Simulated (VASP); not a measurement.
# C (Fd-3m) in VASP: further runs

C is run at these levels: PBE+D3(BJ); tasks: single point, relaxation of cell and atoms.

Program: VASP 6.6.1. These are calculated values, not measurements. Logs are shortened: lines on timing, memory, paths and dates and some standing lists are left out, and cuts for length are marked.

## (1) The cell of the first run

Symmetry: Fd-3m, No. 227, cubic system. The conventional cell has a = 3.557 Å, b = 3.557 Å, c = 3.557 Å, α = 90.00°, β = 90.00°, γ = 90.00°. Within 2.1 Å of C (site symmetry -43m) lie 4 C at 1.54 Å.

## (2) Single point, PBE+D3(BJ)

INCAR

```
SYSTEM = C
  PREC = Accurate
  ENCUT = 600
  EDIFF = 1E-6
  ISMEAR = 0
  SIGMA = 0.02
  LREAL = .FALSE.
  LASPH = .TRUE.
  NELM = 120
  ALGO = Normal
  ISIF = 2
  LWAVE = .FALSE.
  LCHARG = .TRUE.
  GGA = PE
  IVDW = 12
  LELF = .TRUE.
  LVHAR = .TRUE.
  NBANDS = 11
  GGA_COMPAT = .FALSE.
```

KPOINTS

```
Automatic mesh
0
G
  12 12 12
  0 0 0
```

POSCAR

```
C
1.0
    0.0000000000      1.7784858854      1.7784858854
    1.7784858854      0.0000000000      1.7784858854
    1.7784858854      1.7784858854      0.0000000000
C
2
Direct
    0.0000000000      0.0000000000      0.0000000000
    0.2500000000      0.2500000000      0.2500000000
```

Potentials or basis: VASP PAW PBE potentials, release 64 (C).

Run with:

```bash
cat potpaw_PBE.64/C/POTCAR > POTCAR
mpirun -np 1 vasp_std > vasp.out
```

OUTCAR:

```text
SYSTEM = C
   PREC = Accurate
   ENCUT = 600
   EDIFF = 1E-6
   ISMEAR = 0
   LREAL = .FALSE.
   LASPH = .TRUE.
   NELM = 120
   ISIF = 2
   GGA = PE
   IVDW = 12
 IVDW          = 12

 ion  position               nearest neighbor table
   1  0.000  0.000  0.000-   2 1.54   2 1.54   2 1.54   2 1.54
   2  0.250  0.250  0.250-   1 1.54   1 1.54   1 1.54   1 1.54

  LATTYP: Found a face centered cubic cell.
 ALAT       =     3.5569717708

  Lattice vectors:

 A1 = (   0.0000000000,   1.7784858854,   1.7784858854)
 A2 = (   1.7784858854,   0.0000000000,   1.7784858854)
 A3 = (   1.7784858854,   1.7784858854,   0.0000000000)

Analysis of symmetry for initial positions (statically):
=====================================================================
 Subroutine PRICEL returns:
 Original cell was already a primitive cell.

 Routine SETGRP: Setting up the symmetry group for a
 face centered cubic supercell.

 Subroutine GETGRP returns: Found 48 space group operations
 (whereof 24 operations were pure point group operations)
 out of a pool of 48 trial point group operations.

The static configuration has the point symmetry T_d .
 The point group associated with its full space group is O_h .

Analysis of symmetry for dynamics (positions and initial velocities):
=====================================================================
 Subroutine PRICEL returns:
 Original cell was already a primitive cell.

 Routine SETGRP: Setting up the symmetry group for a
 face centered cubic supercell.

 Subroutine GETGRP returns: Found 48 space group operations
 (whereof 24 operations were pure point group operations)
 out of a pool of 48 trial point group operations.

The dynamic configuration has the point symmetry T_d .
 The point group associated with its full space group is O_h .

 Subroutine INISYM returns: Found 48 space group operations
 (whereof 24 operations are pure point group operations),
 and found     1 'primitive' translations

----------------------------------------------------------------------------------------

                                     Primitive cell

  volume of cell :      11.2507

  direct lattice vectors                    reciprocal lattice vectors
     0.000000000  1.778485885  1.778485885    -0.281138020  0.281138020  0.281138020
     1.778485885  0.000000000  1.778485885     0.281138020 -0.281138020  0.281138020
     1.778485885  1.778485885  0.000000000     0.281138020  0.281138020 -0.281138020

  length of vectors
     2.515158860  2.515158860  2.515158860     0.486945334  0.486945334  0.486945334

  position of ions in fractional coordinates (direct lattice)
     0.000000000  0.000000000  0.000000000
     0.250000000  0.250000000  0.250000000

  ion indices of the primitive-cell ions
   primitive index   ion index
                 1           1
                 2           2

----------------------------------------------------------------------------------------

 KPOINTS: Automatic mesh

Automatic generation of k-mesh.
 Grid dimensions read from file:
 generate k-points for:   12   12   12

 Generating k-lattice:

  Cartesian coordinates                     Fractional coordinates (reciprocal lattice)
    -0.023428168  0.023428168  0.023428168     0.083333333  0.000000000  0.000000000
     0.023428168 -0.023428168  0.023428168     0.000000000  0.083333333  0.000000000
     0.023428168  0.023428168 -0.023428168     0.000000000  0.000000000  0.083333333

  Length of vectors
     0.040578778  0.040578778  0.040578778

  Shift w.r.t. Gamma in fractional coordinates (k-lattice)
     0.000000000  0.000000000  0.000000000

 Subroutine IBZKPT returns following result:
 ===========================================

 Found     72 irreducible k-points:

 Following reciprocal coordinates:
            Coordinates               Weight
  0.000000  0.000000  0.000000      1.000000
  0.083333  0.000000  0.000000      8.000000
  0.166667  0.000000  0.000000      8.000000
  0.250000  0.000000  0.000000      8.000000
  0.333333  0.000000  0.000000      8.000000
  0.416667  0.000000  0.000000      8.000000
[... 16 lines left out ...]
  0.500000  0.166667  0.000000     24.000000
 -0.416667  0.166667  0.000000     24.000000
 [... further k-points ...]
   k-points           NKPTS =     72   k-points in BZ     NKDIM =     72   number of bands    NBANDS=     11
   number of dos      NEDOS =    301   number of ions     NIONS =      2
   total plane-waves  NPLWV =   8000
   dimension x,y,z NGX =    20 NGY =   20 NGZ =   20
   dimension x,y,z NGXF=    40 NGYF=   40 NGZF=   40
   ions per type =               2
   NGX,Y,Z   is equivalent  to a cutoff of  13.22, 13.22, 13.22 a.u.
   NGXF,Y,Z  is equivalent  to a cutoff of  26.44, 26.44, 26.44 a.u.
 SYSTEM =  C
   PREC   = accura    normal or accurate (medium, high low for compatibility)
   ISTART =      0    job   : 0-new  1-cont  2-samecut
   ICHARG =      2    charge: 1-file 2-atom 10-const
   ISPIN  =      1    spin polarized calculation?
   LNONCOLLINEAR =      F non collinear calculations
   LSORBIT =      F    spin-orbit coupling
   LASPH  =      T    aspherical Exc in radial PAW
   ENCUT  =  600.0 eV  44.10 Ry    6.64 a.u.   5.02  5.02  5.02*2*pi/ulx,y,z
   NELM   =    120;   NELMIN=  2; NELMDL= -5     # of ELM steps
   EDIFF  = 0.1E-05   stopping-criterion for ELM
   LREAL  =      F    real-space projection
   EDIFFG = 0.1E-04   stopping-criterion for IOM
   NSW    =      0    number of steps for IOM
   IBRION =     -1    ionic relax: 0-MD 1-quasi-New 2-CG
   NFREE  =      0    steps in history (QN), initial steepest desc. (CG)
   ISIF   =      2    stress and relaxation
   ISYM   =      2    0-nonsym 1-usesym 2-fastsym
   POTIM  = 0.5000    time-step for ionic-motion
   TEBEG  =    0.0;   TEEND  =   0.0 temperature during run
   PSTRESS=    0.0 pullay stress
   NELECT =       8.0000    total number of electrons
   NUPDOWN=      -1.0000    fix difference up-down
   EMIN   =  10.00;   EMAX   =-10.00  energy-range for DOS
   EFERMI =   0.00;   METHOD = LEGACY
   ISMEAR =     0;   SIGMA  =   0.02  broadening in eV -4-tet -1-fermi 0-gaus
   EFERMI_NEDOS =   21; number of points for ismear=-14 and -15
   IALGO  =     38    algorithm
   IMIX   =      4    mixing-type and parameters
     AMIX     =   0.40;   BMIX     =  1.00
     AMIX_MAG =   1.60;   BMIX_MAG =  1.00
  volume/ion in A,a.u.               =       5.63        37.96
  Fermi-wavevector in a.u.,A,eV,Ry     =   1.461205  2.761277 29.050062  2.135119
  Thomas-Fermi vector in A             =   2.577564
   LORBIT       =      0    0 simple, 1 ext, 2 COOP (PROOUT), +10 PAW based schemes
   GGA     = PE    functional components
   LHFCALC =     F    Hartree Fock is set to
   AEXX    =    0.0000 exact exchange contribution
   IVDW    =    12    specifies the selected vdW correction
   LEPSILON=     F    determine dielectric tensor
   LRPA    =     F    only Hartree local field effects (RPA)
 non-spin polarized calculation
 Gauss-broadening in eV      SIGMA  =   0.02
  energy-cutoff  :      600.00
  volume of cell :       11.25
 maximum number of plane-waves:       388
   NGX =  9   NGY =  9   NGZ =  9

 number of electron       7.9999999 magnetization

 Free energy of the ion-electron system (eV)
  ---------------------------------------------------
  ext. energy  EPLUGINS =         0.00000000
  ---------------------------------------------------
  free energy    TOTEN  =       -18.18756967 eV

  energy without entropy =      -18.18756967  energy(sigma->0) =      -18.18756967

 E-fermi :   9.9380     XC(G=0): -13.2921

 val. band max:        9.8478919968   @ k =   0.0000   0.0000   0.0000
 cond. band min:      14.0201122945   @ k =   0.3333   0.3333   0.0000
 fundamental gap:      4.1722202977
 Fermi energy:         9.9380311761

 k-point     1 :       0.0000    0.0000    0.0000
  band No.  band energies     occupation
      1     -11.7395      2.00000
      2       9.8479      2.00000
      3       9.8479      2.00000
      4       9.8479      2.00000
      5      15.4608      0.00000
      6      15.4608      0.00000
      7      15.4608      0.00000
      8      23.3683      0.00000
      9      29.2485      0.00000
     10      36.4746      0.00000
     11      36.4746      0.00000

 k-point     2 :       0.0833    0.0000    0.0000
  band No.  band energies     occupation
      1     -11.5462      2.00000
      2       8.6136      2.00000
      3       9.5223      2.00000
      4       9.5223      2.00000
      5      15.8875      0.00000
      6      15.8875      0.00000
      7      16.1852      0.00000
      8      23.5267      0.00000
      9      29.5693      0.00000
     10      34.3341      0.00000
     11      34.3341      0.00000

 k-point     3 :       0.1667    0.0000    0.0000
  band No.  band energies     occupation
      1     -10.9684      2.00000
      2       6.0687      2.00000
      3       8.8160      2.00000
      4       8.8160      2.00000
      5      16.8137      0.00000
      6      16.8137      0.00000
      7      17.2951      0.00000
      8      23.9819      0.00000
      9      30.2395      0.00000
     10      32.7287      0.00000
     11      32.7287      0.00000
[... 267 lines left out ...]
 k-point    23 :       0.5000    0.1667    0.0000
  band No.  band energies     occupation
      1      -5.9473      2.00000
      2      -2.2393      2.00000
      3       4.8300      2.00000
      4       5.8501      2.00000
      5      16.9782      0.00000
      6      20.6253      0.00000
      7      21.1817      0.00000
      8      24.2157      0.00000
      9      30.0853      0.00000
     10      33.8155      0.00000
     11      36.5530      0.00000

 k-point    24 :      -0.4167    0.1667    0.0000
  band No.  band energies     occupation
      1      -5.5110      2.00000
      2      -2.7622      2.00000
      3       4.3393      2.00000
      4       6.2317      2.00000
      5      17.4193      0.00000
      6      20.1310      0.00000
      7      21.1591      0.00000
      8      25.3852      0.00000
      9      29.3868      0.00000
     10      34.1259      0.00000
     11      34.5696      0.00000

 [... further k-points ...]

------------------------ aborting loop because EDIFF is reached ----------------------------------------

 Edisp (eV)   -0.38575

 E8    (eV) :    -0.1110

  FORCE on cell =-STRESS in cart. coord.  units (eV):
  Direction    XX          YY          ZZ          XY          YZ          ZX
  --------------------------------------------------------------------------------------
  -------------------------------------------------------------------------------------
  Total      -0.00036    -0.00036    -0.00036     0.00000    -0.00000     0.00000
  in kB      -0.05163    -0.05163    -0.05163     0.00000    -0.00000     0.00000
  external pressure =       -0.05 kB  Pullay stress =        0.00 kB

 VOLUME and BASIS-vectors are now :
 -----------------------------------------------------------------------------
  energy-cutoff  :      600.00
  volume of cell :       11.25
      direct lattice vectors                 reciprocal lattice vectors
     0.000000000  1.778485885  1.778485885    -0.281138020  0.281138020  0.281138020
     1.778485885  0.000000000  1.778485885     0.281138020 -0.281138020  0.281138020
     1.778485885  1.778485885  0.000000000     0.281138020  0.281138020 -0.281138020

 POSITION                                       TOTAL-FORCE (eV/Angst)
 -----------------------------------------------------------------------------------
      0.00000      0.00000      0.00000        -0.000000     -0.000000     -0.000000
      0.88924      0.88924      0.88924         0.000000      0.000000      0.000000
 -----------------------------------------------------------------------------------
    total drift:                                0.000000      0.000000      0.000000

  FREE ENERGIE OF THE ION-ELECTRON SYSTEM (eV)
  ---------------------------------------------------
  free  energy   TOTEN  =       -18.5733194279 eV

  energy  without entropy=      -18.5733194279  energy(sigma->0) =      -18.57331943
```

It took 8.2 s on 1 thread of Intel Xeon Platinum 8559C (Emerald Rapids), shared host; peak memory 0.13 GiB.

Results:

| Property | Result |
| --- | --- |
| Free energy | -18.5733 eV |
| Pressure | 0.0 GPa |
| Band gap on the k mesh | 4.17 eV, indirect (least direct gap 5.61 eV) |
| Dispersion energy per atom | -0.193 eV |

Levels at points of the mesh, in eV from the valence-band top:
| k point | band 2 | band 3 | band 4 | band 5 | band 6 | band 7 |
| --- | --- | --- | --- | --- | --- | --- |
| (0.00, 0.00, 0.00) | 0.00 | 0.00 | 0.00 | 5.61 | 5.61 | 5.61 |
| (0.50, 0.00, 0.00) | -13.46 | -2.82 | -2.82 | 8.49 | 8.49 | 8.96 |
| (0.50, 0.50, 0.00) | -12.82 | -6.35 | -6.35 | 4.78 | 4.78 | 16.93 |

A k mesh can miss the band edges. PBE gaps usually lie below the measured ones, often by a third to a half.

## (3) Single point, PBE+D3(BJ)

INCAR

```
  ALGO = Normal
  EDIFF = 1E-6
  ENCUT = 600
  GGA = PE
  GGA_COMPAT = False
  ISIF = 2
  ISMEAR = 0
  IVDW = 12
  LASPH = True
  LCHARG = True
  LELF = True
  LREAL = False
  LVHAR = True
  LWAVE = False
  NBANDS = 11
  NELM = 120
  PREC = Accurate
  SIGMA = 0.02
```

KPOINTS

```
k-points
0
Gamma
  12 12 12
```

POSCAR is that of step 2.

Potentials or basis: VASP PAW PBE potentials, release 64 (C).

Run with:

```bash
cat potpaw_PBE.64/C/POTCAR > POTCAR
mpirun -np 1 vasp_std > vasp.out
```

OUTCAR:

```text
EDIFF = 1E-6
   ENCUT = 600
   GGA = PE
   ISIF = 2
   ISMEAR = 0
   IVDW = 12
   LASPH = True
   LREAL = False
   NELM = 120
   PREC = Accurate
 IVDW          = 12

 ion  position               nearest neighbor table
   1  0.000  0.000  0.000-   2 1.54   2 1.54   2 1.54   2 1.54
   2  0.250  0.250  0.250-   1 1.54   1 1.54   1 1.54   1 1.54

  LATTYP: Found a face centered cubic cell.
 ALAT       =     3.5569717708

  Lattice vectors:

 A1 = (   0.0000000000,   1.7784858854,   1.7784858854)
[... 524 lines left out ...]
------------------------ aborting loop because EDIFF is reached ----------------------------------------

 Edisp (eV)   -0.38575

 E8    (eV) :    -0.1110

  FORCE on cell =-STRESS in cart. coord.  units (eV):
  Direction    XX          YY          ZZ          XY          YZ          ZX
  --------------------------------------------------------------------------------------
  -------------------------------------------------------------------------------------
  Total      -0.00036    -0.00036    -0.00036     0.00000    -0.00000     0.00000
  in kB      -0.05163    -0.05163    -0.05163     0.00000    -0.00000     0.00000
  external pressure =       -0.05 kB  Pullay stress =        0.00 kB

 VOLUME and BASIS-vectors are now :
 -----------------------------------------------------------------------------
  energy-cutoff  :      600.00
  volume of cell :       11.25
      direct lattice vectors                 reciprocal lattice vectors
     0.000000000  1.778485885  1.778485885    -0.281138020  0.281138020  0.281138020
     1.778485885  0.000000000  1.778485885     0.281138020 -0.281138020  0.281138020
     1.778485885  1.778485885  0.000000000     0.281138020  0.281138020 -0.281138020

 POSITION                                       TOTAL-FORCE (eV/Angst)
 -----------------------------------------------------------------------------------
      0.00000      0.00000      0.00000        -0.000000     -0.000000     -0.000000
      0.88924      0.88924      0.88924         0.000000      0.000000      0.000000
 -----------------------------------------------------------------------------------
    total drift:                                0.000000      0.000000      0.000000

  FREE ENERGIE OF THE ION-ELECTRON SYSTEM (eV)
  ---------------------------------------------------
  free  energy   TOTEN  =       -18.5733194279 eV

  energy  without entropy=      -18.5733194279  energy(sigma->0) =      -18.57331943
```

OSZICAR:

```text
N       E                     dE             d eps       ncg     rms          rms(c)
DAV:   1     0.126206540873E+01    0.12621E+01   -0.51609E+03  1640   0.803E+02
DAV:   2    -0.184563927383E+02   -0.19718E+02   -0.19155E+02  2117   0.131E+02
DAV:   3    -0.188405010808E+02   -0.38411E+00   -0.38274E+00  1877   0.138E+01
DAV:   4    -0.188412249847E+02   -0.72390E-03   -0.72389E-03  1671   0.703E-01
DAV:   5    -0.188412258609E+02   -0.87618E-06   -0.87617E-06  1864   0.240E-02    0.559E+00
DAV:   6    -0.183507286844E+02    0.49050E+00   -0.25553E-01  1620   0.357E+00    0.333E+00
DAV:   7    -0.181856800145E+02    0.16505E+00   -0.31246E-01  1686   0.400E+00    0.762E-01
DAV:   8    -0.181875096252E+02   -0.18296E-02   -0.87983E-03  1650   0.706E-01    0.438E-02
DAV:   9    -0.181875489278E+02   -0.39303E-04   -0.61261E-05  1888   0.634E-02    0.245E-02
DAV:  10    -0.181875695937E+02   -0.20666E-04   -0.15502E-05  1665   0.348E-02    0.527E-03
DAV:  11    -0.181875696665E+02   -0.72786E-07   -0.24959E-07  1407   0.461E-03
   1 F= -.18573319E+02 E0= -.18573319E+02  d E =-.295285E-13
```

Wall time 7.9 s (1 thread of Intel Xeon Platinum 8559C (Emerald Rapids), shared host); peak memory 0.13 GiB.

Results:

```
Free energy                : -18.5733 eV
Pressure                   : 0.0 GPa
Band gap on the k mesh     : 4.17 eV, indirect (least direct gap 5.61 eV)
Dispersion energy per atom : -0.193 eV
```

A k mesh can miss the band edges. A hybrid or GW would open this gap; PBE tends to underestimate it.

## (4) Relaxation of cell and atoms, PBE+D3(BJ)

This run uses another cell than the first one, of 5.64 Å³/atom, 1.003 times its volume.

INCAR

```
SYSTEM = C
PREC = Accurate
ENCUT = 600
EDIFF = 1E-7
ISMEAR = 0
SIGMA = 0.02
LREAL = .FALSE.
LASPH = .TRUE.
NELM = 120
ALGO = Normal
ISIF = 3
LWAVE = .FALSE.
LCHARG = .FALSE.
GGA = PE
IVDW = 12
IBRION = 2
NSW = 100
EDIFFG = -0.002
GGA_COMPAT = .FALSE.
NELMIN = 4
```

KPOINTS

```
regular mesh
0
G
  12 12 12
  0 0 0
```

POSCAR

```
C
1.0
    0.0000000000      1.7800000000      1.7800000000
    1.7800000000      0.0000000000      1.7800000000
    1.7800000000      1.7800000000      0.0000000000
C
2
Direct
    0.0000000000      0.0000000000      0.0000000000
    0.2500000000      0.2500000000      0.2500000000
```

Run with:

```bash
cat potpaw_PBE.64/C/POTCAR > POTCAR
mpirun -np 1 vasp_std > vasp.out
```

It took 8.3 s on 1 thread of Intel Xeon Platinum 8559C (Emerald Rapids), shared host; peak memory 0.13 GiB.

The run converged. Its results:

```
Free energy                            : -18.5734 eV
Relaxed volume                         : 5.63 Å³/atom
Relaxed cell                           : a = 2.515 Å, b = 2.515 Å, c = 2.515 Å, α = 60.00°, β = 60.00°, γ = 60.00°
Space group after relaxing (to 0.05 Å) : Fd-3m (No. 227)
Energy gained by relaxing              : 0.1 meV/atom
Ionic steps                            : 3
Pressure after relaxing                : 0.0 GPa
Band gap on the k mesh                 : 4.17 eV, indirect (least direct gap 5.61 eV)
Dispersion energy per atom             : -0.193 eV
```

Step by step:
```
step  energy change (eV)  largest force (eV/Å)  pressure (GPa)  volume (Å³)
   1              0.0000                0.0000           -1.13        11.28
   2              0.0001                0.0000            1.42        11.21
   3             -0.0001                0.0000            0.01        11.25
```

Final structure:
```
C
1.0
     0.00000    1.77846    1.77846
     1.77846    0.00000    1.77846
     1.77846    1.77846    0.00000
C
2
Direct
  0.00000 0.00000 0.00000
  0.25000 0.25000 0.25000
```

Levels at points of the mesh, in eV from the valence-band top:
```
           k point  band 1  band 2  band 3  band 4  band 5  band 6  band 7  band 8
(0.00, 0.00, 0.00)  -21.59    0.00    0.00    0.00    5.61    5.61    5.61   13.52
(0.50, 0.00, 0.00)  -15.77  -13.47   -2.82   -2.82    8.49    8.49    8.96   15.77
(0.50, 0.50, 0.00)  -12.82  -12.82   -6.35   -6.35    4.78    4.78   16.93   16.93
```

A k mesh can miss the band edges. As with any semilocal functional, this PBE gap is likely too small.
